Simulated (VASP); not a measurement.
Rh, 1 atom in the cell. The structure is cubic, space group Pm-3m (No. 221). The conventional cell has a = 2.566 Å, b = 2.566 Å, c = 2.566 Å, α = 90.00°, β = 90.00°, γ = 90.00°. Within 3.4 Å of Rh (site symmetry m-3m) lie 6 Rh at 2.57 Å.  This cell differs from its parent crystal: volume scaled by 1.08.

```yaml
Program: VASP 6.6.1
Task: single point
Functional: PBEsol
Potentials_or_basis: VASP PAW PBE potentials, release 64 (Rh_pv)
Cutoff: 520 eV
k_mesh: 14 × 14 × 14
Occupations: fermi-dirac, width 0.1 eV
Spin: no spin polarisation
Dipole_correction: no
Further_INCAR_settings: ALGO = Normal; EDIFF = 1e-06; NBANDS = 14
```

Potentials or basis: VASP PAW PBE potentials, release 64 (Rh_pv).

Launch:

```bash
$ cat potpaw_PBE.64/Rh_pv/POTCAR > POTCAR
$ mpirun -np 1 vasp_std > vasp.out
```

Hardware: 1 thread of Intel(R) Xeon(R) 6975P-C (Granite Rapids), on a shared host.

**Question.** How long does it take, and how much memory?

**Answer.** It took 7 s on 1 thread of Intel(R) Xeon(R) 6975P-C (Granite Rapids) (shared host), peak memory 0.14 GiB. Counts: scf iterations 10, k points 120.
